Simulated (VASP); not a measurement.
# SrAsH (P4/nmm) in VASP: single point with PBE

Aim: the single point of SrAsH with PBE.

Everything below comes from runs of VASP 6.6.1. Logs are shortened: lines on timing, memory, paths and dates and some standing lists are left out, and cuts for length are marked.

### 1 The cell of the first run

Symmetry: P4/nmm, No. 129, tetragonal system. Conventional cell: a = 3.940 Å, b = 3.940 Å, c = 7.617 Å, α = 90.00°, β = 90.00°, γ = 90.00°. Sr (site symmetry 4mm) has 4 H at 2.49 Å and 4 As at 2.89 Å within 3.3 Å. H (site symmetry -4m2) has 4 Sr at 2.49 Å and 4 H at 2.79 Å and 4 As at 3.02 Å within 3.3 Å. Within 4.2 Å of As (site symmetry 4mm) lie 6 Sr at 2.89 to 3.81 Å and 4 H at 3.02 Å and 8 As at 3.94 to 4.13 Å.

### 2 Single point, PBE

Input file INCAR:

```
ALGO = Normal
EDIFF = 1E-6
ENCUT = 520
GGA = PE
ISIF = 2
ISMEAR = -1
LASPH = True
LCHARG = True
LELF = True
LREAL = False
LVHAR = True
LWAVE = False
NBANDS = 25
NELM = 100
PREC = Accurate
SIGMA = 0.1
```

Input file KPOINTS:

```
k-points
0
Gamma
  9 9 5
```

Input file POSCAR:

```
SrAsH
1.0
    3.9403420000      0.0000000000      0.0000000000
    0.0000000000      3.9403420000      0.0000000000
    0.0000000000      0.0000000000      7.6174540000
Sr H As
2 2 2
Direct
    0.0000000000      0.5000000000      0.2000000000
    0.5000000000      0.0000000000      0.8000000000
    0.0000000000      0.0000000000      0.0000000000
    0.5000000000      0.5000000000      0.0000000000
    0.0000000000      0.5000000000      0.7000000000
    0.5000000000      0.0000000000      0.3000000000
```

Potentials or basis: VASP PAW PBE potentials, release 64 (Sr_sv, H, As).

Started as:

```sh
> cat potpaw_PBE.64/Sr_sv/POTCAR potpaw_PBE.64/H/POTCAR potpaw_PBE.64/As/POTCAR > POTCAR
> mpirun -np 1 vasp_std > vasp.out
```

OUTCAR:

```text
EDIFF = 1E-6
   ENCUT = 520
   GGA = PE
   ISIF = 2
   ISMEAR = -1
   LASPH = True
   LREAL = False
   NELM = 100
   PREC = Accurate

 ion  position               nearest neighbor table
   1  0.000  0.500  0.200-   3 2.49   4 2.49   3 2.49   4 2.49   6 2.89   6 2.89   6 2.89   6 2.89
                             5 3.81   5 3.81   2 4.13   2 4.13   2 4.13   2 4.13
   2  0.500  0.000  0.800-   3 2.49   4 2.49   4 2.49   3 2.49   5 2.89   5 2.89   5 2.89   5 2.89
                             6 3.81   6 3.81   1 4.13   1 4.13   1 4.13   1 4.13
   3  0.000  0.000  0.000-   1 2.49   2 2.49   1 2.49   2 2.49
   4  0.500  0.500  0.000-   1 2.49   2 2.49   2 2.49   1 2.49
   5  0.000  0.500  0.700-   2 2.89   2 2.89   2 2.89   2 2.89   1 3.81   1 3.81
   6  0.500  0.000  0.300-   1 2.89   1 2.89   1 2.89   1 2.89   2 3.81   2 3.81

  LATTYP: Found a simple tetragonal cell.
 ALAT       =     3.9403420000
 C/A-ratio  =     1.9331961540

  Lattice vectors:

 A1 = (   3.9403420000,   0.0000000000,   0.0000000000)
 A2 = (   0.0000000000,   3.9403420000,   0.0000000000)
 A3 = (   0.0000000000,   0.0000000000,   7.6174540000)

Analysis of symmetry for initial positions (statically):
=====================================================================
 Subroutine PRICEL returns:
 Original cell was already a primitive cell.

 Routine SETGRP: Setting up the symmetry group for a
 simple tetragonal supercell.

 Subroutine GETGRP returns: Found 16 space group operations
 (whereof  8 operations were pure point group operations)
 out of a pool of 16 trial point group operations.

The static configuration has the point symmetry D_2d.
 The point group associated with its full space group is D_4h.

Analysis of symmetry for dynamics (positions and initial velocities):
=====================================================================
 Subroutine PRICEL returns:
 Original cell was already a primitive cell.

 Routine SETGRP: Setting up the symmetry group for a
 simple tetragonal supercell.

 Subroutine GETGRP returns: Found 16 space group operations
 (whereof  8 operations were pure point group operations)
 out of a pool of 16 trial point group operations.

The dynamic configuration has the point symmetry D_2d.
 The point group associated with its full space group is D_4h.

 Subroutine INISYM returns: Found 16 space group operations
[... 104 lines left out ...]
   NELM   =    100;   NELMIN=  2; NELMDL= -5     # of ELM steps
   EDIFF  = 0.1E-05   stopping-criterion for ELM
   LREAL  =      F    real-space projection
   EDIFFG = 0.1E-04   stopping-criterion for IOM
   NSW    =      0    number of steps for IOM
   IBRION =     -1    ionic relax: 0-MD 1-quasi-New 2-CG
   NFREE  =      0    steps in history (QN), initial steepest desc. (CG)
   ISIF   =      2    stress and relaxation
   ISYM   =      2    0-nonsym 1-usesym 2-fastsym
   POTIM  = 0.5000    time-step for ionic-motion
   TEBEG  =    0.0;   TEEND  =   0.0 temperature during run
   PSTRESS=    0.0 pullay stress
   NELECT =      32.0000    total number of electrons
   NUPDOWN=      -1.0000    fix difference up-down
   EMIN   =  10.00;   EMAX   =-10.00  energy-range for DOS
   EFERMI =   0.00;   METHOD = LEGACY
   ISMEAR =    -1;   SIGMA  =   0.10  broadening in eV -4-tet -1-fermi 0-gaus
   EFERMI_NEDOS =   21; number of points for ismear=-14 and -15
   IALGO  =     38    algorithm
   IMIX   =      4    mixing-type and parameters
     AMIX     =   0.40;   BMIX     =  1.00
     AMIX_MAG =   1.60;   BMIX_MAG =  1.00
  volume/ion in A,a.u.               =      19.71       133.02
  Fermi-wavevector in a.u.,A,eV,Ry     =   1.058845  2.000926 15.254200  1.121152
  Thomas-Fermi vector in A             =   2.194169
   LORBIT       =      0    0 simple, 1 ext, 2 COOP (PROOUT), +10 PAW based schemes
   GGA     = PE    functional components
   LHFCALC =     F    Hartree Fock is set to
   AEXX    =    0.0000 exact exchange contribution
   IVDW    =     0    specifies the selected vdW correction
   LEPSILON=     F    determine dielectric tensor
   LRPA    =     F    only Hartree local field effects (RPA)
 non-spin polarized calculation
  energy-cutoff  :      520.00
  volume of cell :      118.27
 maximum number of plane-waves:      3216
 NGX is ok and might be reduce to    30
   NGX = 15   NGY = 15   NGZ = 29

 number of electron      31.9999998 magnetization

 Free energy of the ion-electron system (eV)
  ---------------------------------------------------
  ext. energy  EPLUGINS =         0.00000000
  ---------------------------------------------------
  free energy    TOTEN  =       -19.39713163 eV

  energy without entropy =      -19.25704857  energy(sigma->0) =      -19.32709010

 E-fermi :   2.1161     XC(G=0):  -9.3155

 val. band max:        2.1016012332   @ k =   0.3333   0.0000   0.4000
 cond. band min:       2.1243071779   @ k =   0.3333   0.2222   0.2000
 fundamental gap:      0.0227059447
 Fermi energy:         2.1161326017

 k-point     1 :       0.0000    0.0000    0.0000
  band No.  band energies     occupation
      1     -31.3021      2.00000
      2     -31.2822      2.00000
      3     -13.6254      2.00000
      4     -13.3990      2.00000
      5     -13.3990      2.00000
      6     -13.3902      2.00000
[... 661 lines left out ...]
     24       8.6134      0.00000
     25       9.2154      0.00000

 [... further k-points ...]

------------------------ aborting loop because EDIFF is reached ----------------------------------------

  FORCE on cell =-STRESS in cart. coord.  units (eV):
  Direction    XX          YY          ZZ          XY          YZ          ZX
  --------------------------------------------------------------------------------------
  -------------------------------------------------------------------------------------
  Total       10.3280176     10.3280176     -2.5713577      0.0000000      0.0000000     -0.0000000
  in kB      139.9103607    139.9103607    -34.8333623      0.0000000      0.0000000     -0.0000000
  external PRESSURE =      81.6624530 kB  Pullay stress =       0.0000000 kB

 VOLUME and BASIS-vectors are now :
 -----------------------------------------------------------------------------
  energy-cutoff  :      520.00
  volume of cell :      118.27
      direct lattice vectors                 reciprocal lattice vectors
     3.940342000  0.000000000  0.000000000     0.253785078  0.000000000  0.000000000
     0.000000000  3.940342000  0.000000000     0.000000000  0.253785078  0.000000000
     0.000000000  0.000000000  7.617454000     0.000000000  0.000000000  0.131277458

 POSITION                                       TOTAL-FORCE (eV/Angst)
 -----------------------------------------------------------------------------------
      0.00000      1.97017      1.52349         0.000000      0.000000     -0.713509
      1.97017      0.00000      6.09396        -0.000000      0.000000      0.713509
      0.00000      0.00000      0.00000        -0.000000      0.000000     -0.000000
      1.97017      1.97017      0.00000        -0.000000     -0.000000     -0.000000
      0.00000      1.97017      5.33222        -0.000000      0.000000     -0.510291
      1.97017      0.00000      2.28524        -0.000000      0.000000      0.510291
 -----------------------------------------------------------------------------------
    total drift:                                0.000000      0.000000      0.000000

  FREE ENERGIE OF THE ION-ELECTRON SYSTEM (eV)
  ---------------------------------------------------
  free  energy   TOTEN  =       -19.3971316253 eV

  energy  without entropy=      -19.2570485700  energy(sigma->0) =      -19.32709010
```

OSZICAR:

```text
N       E                     dE             d eps       ncg     rms          rms(c)
DAV:   1     0.153205243949E+03    0.15321E+03   -0.14026E+04  2250   0.111E+03
DAV:   2    -0.785469805755E+01   -0.16106E+03   -0.15399E+03  2692   0.239E+02
DAV:   3    -0.198260810494E+02   -0.11971E+02   -0.11838E+02  3696   0.518E+01
DAV:   4    -0.204993721627E+02   -0.67329E+00   -0.67194E+00  3516   0.104E+01
DAV:   5    -0.205080685373E+02   -0.86964E-02   -0.86960E-02  3379   0.102E+00    0.366E+01
DAV:   6    -0.194929749462E+02    0.10151E+01   -0.10837E+00  2557   0.506E+00    0.208E+01
DAV:   7    -0.194390304612E+02    0.53944E-01   -0.81979E-01  2847   0.436E+00    0.199E+00
DAV:   8    -0.194108823930E+02    0.28148E-01   -0.27250E-01  2605   0.258E+00    0.105E+00
DAV:   9    -0.193968359774E+02    0.14046E-01   -0.44202E-02  2525   0.119E+00    0.326E-01
DAV:  10    -0.193970535042E+02   -0.21753E-03   -0.45304E-03  3047   0.317E-01    0.971E-02
DAV:  11    -0.193971124835E+02   -0.58979E-04   -0.49424E-04  3309   0.960E-02    0.383E-02
DAV:  12    -0.193971286984E+02   -0.16215E-04   -0.41053E-05  2904   0.380E-02    0.130E-02
DAV:  13    -0.193971317949E+02   -0.30966E-05   -0.54766E-06  3080   0.118E-02    0.864E-03
DAV:  14    -0.193971316253E+02    0.16963E-06   -0.59383E-07  1965   0.489E-03
   1 F= -.19397132E+02 E0= -.19327090E+02  d E =-.140083E+00
```

stdout:

```text
POSCAR found type information on POSCAR SrH As
 POSCAR found :  3 types and       6 ions
 scaLAPACK will be used
 LDA part: xc-table for (Slater+PW92), standard interpolation
 POSCAR, INCAR and KPOINTS ok, starting setup
 FFT: planning ... GRIDC
 FFT: planning ... GRID_SOFT
 FFT: planning ... GRID
 WAVECAR not read
 entering main loop
```

Run time: 3.4 min. Hardware: 1 thread of Intel Xeon 8259CL, shared host; peak memory 0.3 GiB.

What came out:

* Free energy: -19.3971 eV
* Pressure: 8.2 GPa
* Largest force: 0.714 eV/Å
* Band gap on the k mesh: zero (bands 16 and 17 overlap by 1.50 eV)

Forces on the atoms (eV/Å):
```
Sr   0.000  0.000 -0.714
Sr   0.000  0.000  0.714
H    0.000  0.000  0.000
H    0.000  0.000  0.000
As   0.000  0.000 -0.510
As   0.000  0.000  0.510
```

Caveat: the cell stands under pressure.
